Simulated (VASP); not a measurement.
TaN, 2 atoms in the cell. It takes space group Fm-3m (No. 225, cubic). The conventional cell has a = 4.423 Å, b = 4.423 Å, c = 4.423 Å, α = 90.00°, β = 90.00°, γ = 90.00°. Ta (site symmetry m-3m) has 6 N at 2.21 Å within 2.9 Å. Within 2.9 Å of N (site symmetry m-3m) lie 6 Ta at 2.21 Å. 

```yaml
Program: VASP 6.6.1
Task: relaxation of cell and atoms
Functional: revPBE
Potentials_or_basis: VASP PAW PBE potentials, release 64 (Ta_pv, N)
Cutoff: 600 eV
k_mesh: 10 × 10 × 10
Occupations: fermi-dirac, width 0.05 eV
Spin: no spin polarisation
Dipole_correction: no
Further_INCAR_settings: ALGO = Normal; EDIFF = 1e-06; IBRION = 2; EDIFFG = -0.005; NSW = 80; ISIF = 3
```

Potentials or basis: VASP PAW PBE potentials, release 64 (Ta_pv, N).

Run with:

```sh
$ cat potpaw_PBE.64/Ta_pv/POTCAR potpaw_PBE.64/N/POTCAR > POTCAR
$ mpirun -np 1 vasp_std > vasp.out
```

Hardware: 1 thread of Intel(R) Xeon(R) Platinum 8259CL CPU @ 2.50GHz (Skylake/Cascade Lake), on a shared host.

Q: How long does it take, and how much memory?

A: Run time: 42 s on 1 thread of Intel(R) Xeon(R) Platinum 8259CL CPU @ 2.50GHz (Skylake/Cascade Lake), with other jobs on the host, peak memory 0.17 GiB. Counts: scf iterations 29, k points 47, ion steps 3.
